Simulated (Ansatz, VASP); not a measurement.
# BN: VASP beside Ansatz

The input INCAR:

```
SYSTEM = BN
PREC = Accurate ; ENCUT = 520
EDIFF = 1E-6 ; ISMEAR = 0
SIGMA = 0.01 ; LREAL = .FALSE.
LASPH = .TRUE. ; NELM = 80
ALGO = Normal ; ISIF = 2
LWAVE = .FALSE. ; LCHARG = .FALSE.
GGA = PS ; NBANDS = 16
```

The input KPOINTS:

```
regular mesh
0
G
  9 9 6
  0 0 0
```

The input POSCAR:

```
BN
1.0
    2.5024521521      0.0000000000      0.0000000000
   -1.2512260760      2.1671871355      0.0000000000
    0.0000000000      0.0000000000      4.2100964423
B N
2 2
Direct
    0.3333333333      0.6666666667      0.0000745354
    0.6666666667      0.3333333333      0.5000745354
    0.3333333333      0.6666666667      0.3739254646
    0.6666666667      0.3333333333      0.8739254646
```

Input for Ansatz:

```yaml
crystal:
  lattice:
    - [2.5024521521, 0.0, 0.0]
    - [-1.251226076, 2.1671871355, 0.0]
    - [0.0, 0.0, 4.2100964423]
  atoms:
    - { symbol: B, position: [0.3333333333, 0.6666666667, 7.45354e-05] }
    - { symbol: B, position: [0.6666666667, 0.3333333333, 0.5000745354] }
    - { symbol: "N", position: [0.3333333333, 0.6666666667, 0.3739254646] }
    - { symbol: "N", position: [0.6666666667, 0.3333333333, 0.8739254646] }
basis:
  ecutwfc: 420
kpoints:
  mp_grid: { grid: [9, 9, 6] }
  band_path:
    path:
      - [0.0, 0.0, 0.0]
      - [0.0, 0.0, 0.0]
      - [0.0, 0.0, 0.0]
      - [0.0, 0.0, 0.0]
      - [0.0, 0.0, 0.0]
      - [0.0, 0.0, 0.0]
      - [0.0, 0.0, 0.0]
      - [0.0, 0.0, 0.0]
      - [0.0, 0.0, 0.0]
      - [0.0, 0.0, 0.0]
      - [0.0, 0.0, 0.0]
      - [0.0, 0.0, 0.0]
      - [0.0, 0.0, 0.0]
      - [0.0, 0.0, 0.0]
      - [0.0, 0.0, 0.0]
      - [0.0, 0.0, 0.0]
      - [0.0, 0.0, 0.0]
      - [0.0, 0.0, 0.0]
      - [0.0, 0.0, 0.0]
      - [0.0, 0.0, 0.0]
      - [0.0, 0.0, 0.0]
      - [0.0, 0.0, 0.0]
      - [0.0, 0.0, 0.0]
      - [0.0, 0.0, 0.0]
      - [0.0, 0.0, 0.0]
      - [0.0, 0.0, 0.0]
      - [0.3, 0.0, 0.0]
      - [0.3166666667, 0.0, 0.0]
      - [0.3333333333, 0.0, 0.0]
      - [0.35, 0.0, 0.0]
      - [0.3666666667, 0.0, 0.0]
      - [0.3833333333, 0.0, 0.0]
      - [0.4, 0.0, 0.0]
      - [0.4166666667, 0.0, 0.0]
      - [0.4333333333, 0.0, 0.0]
      - [0.45, 0.0, 0.0]
      - [0.4666666667, 0.0, 0.0]
      - [0.4833333333, 0.0, 0.0]
      - [0.5, 0.0, 0.0]
      - [0.5, 0.0, 0.0]
      - [0.5, 0.0, 0.0416666667]
      - [0.5, 0.0, 0.0833333333]
      - [0.5, 0.0, 0.125]
      - [0.5, 0.0, 0.1666666667]
      - [0.5, 0.0, 0.2083333333]
      - [0.5, 0.0, 0.25]
      - [0.5, 0.0, 0.2916666667]
      - [0.5, 0.0, 0.3333333333]
      - [0.5, 0.0, 0.375]
      - [0.5, 0.0, 0.4166666667]
      - [0.5, 0.0, 0.4583333333]
      - [0.5, 0.0, 0.5]
      - [0.3333333333, 0.3333333333, 0.0]
      - [0.3333333333, 0.3333333333, 0.0]
      - [0.3333333333, 0.3333333333, 0.0]
      - [0.3333333333, 0.3333333333, 0.0]
      - [0.3333333333, 0.3333333333, 0.0]
      - [0.3333333333, 0.3333333333, 0.0]
      - [0.3333333333, 0.3333333333, 0.0]
      - [0.3333333333, 0.3333333333, 0.0]
      - [0.3333333333, 0.3333333333, 0.0]
      - [0.3333333333, 0.3333333333, 0.0]
      - [0.3333333333, 0.3333333333, 0.0]
      - [0.3333333333, 0.3333333333, 0.0]
      - [0.3333333333, 0.3333333333, 0.0]
      - [0.0, 0.0, 0.5]
      - [0.0, 0.0, 0.5]
      - [0.0, 0.0, 0.5]
      - [0.0, 0.0, 0.5]
      - [0.0, 0.0, 0.5]
      - [0.0, 0.0, 0.5]
      - [0.0, 0.0, 0.5]
      - [0.0, 0.0, 0.5]
      - [0.0, 0.0, 0.5]
      - [0.0, 0.0, 0.5]
      - [0.0, 0.0, 0.5]
      - [0.0, 0.0, 0.5]
      - [0.0, 0.0, 0.5]
    npoints: 1
hamiltonian:
  xc: pbesol
  pseudopotentials: { kind: paw, azcp: { folder: soft_1 } }
scf:
  occupations: { method: fixed }
  n_extra_bands: 6
output:
  eigenvalues: true
```

Alike in both runs: task single point; functional PBEsol; k mesh 9 × 9 × 6; no spin polarisation.

|  | VASP | Ansatz |
| --- | --- | --- |
| version | VASP 6.6.1 | Ansatz 0.2.0 |
| potentials or method | VASP PAW PBE potentials, release 64 (B, N), cutoff 520 eV | scalar-relativistic, plane waves, PAW |
| occupations | gaussian, width 0.01 eV | fixed |
| valence electrons in the cell | 16 | 16 |

|  | VASP | Ansatz | Ansatz less VASP |
| --- | --- | --- | --- |
| gap on the k mesh at the Fermi level (eV) | 4.79 | 4.80 | +0.012 |
| least direct gap on the mesh (eV) | 8.18 | 8.18 | -0.002 |

VASP's potentials were made for PBE, not for PBEsol, and Ansatz warns of the same on its side.
